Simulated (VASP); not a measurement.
Here is a VASP 6.6.1 calculation.

File INCAR:

```
SYSTEM = Zn3AsN
PREC     = Accurate       ! precision mode
ENCUT    = 520            ! plane-wave cutoff, eV
EDIFF    = 1E-6           ! SCF threshold, eV
ISMEAR   = -1             ! smearing method
SIGMA    = 0.15           ! smearing width, eV
LREAL    = .False.        ! projectors in reciprocal space
LASPH    = .True.         ! aspherical terms in the spheres
NELM     = 80             ! most SCF steps
ALGO     = Normal         ! electronic algorithm
ISIF     = 2              ! what is computed and relaxed
LWAVE    = .False.        ! write WAVECAR
LCHARG   = .True.         ! write CHGCAR
GGA      = PE             ! functional
LELF     = .True.         ! ELF
LVHAR    = .True.       
NBANDS   = 31             ! bands
```

The input KPOINTS:

```
regular mesh
0
Gamma
  8 8 8
  0 0 0
```

POSCAR

```
Zn3AsN
1.0
    4.1734074224      0.0000000000      0.0000000000
    0.0000000000      4.1734074224      0.0000000000
    0.0000000000      0.0000000000      4.1734074224
Zn As N
3 1 1
Direct
    0.0000000000      0.5000000000      0.5000000000
    0.5000000000      0.0000000000      0.5000000000
    0.5000000000      0.5000000000      0.0000000000
    0.0000000000      0.0000000000      0.0000000000
    0.5000000000      0.5000000000      0.5000000000
```

Potentials or basis: VASP PAW PBE potentials, release 64 (Zn, As, N).

The run is started by

```console
$ cat potpaw_PBE.64/Zn/POTCAR potpaw_PBE.64/As/POTCAR potpaw_PBE.64/N/POTCAR > POTCAR
$ mpirun -np 1 vasp_std > vasp.out
```

Task: What does it give for the band gap on the k mesh?

Result: Zero (band 23 reaches 3.98 eV, above the bottom of band 24 at 3.65 eV).

Task: Predict the pressure.

Result: 0.5 GPa.
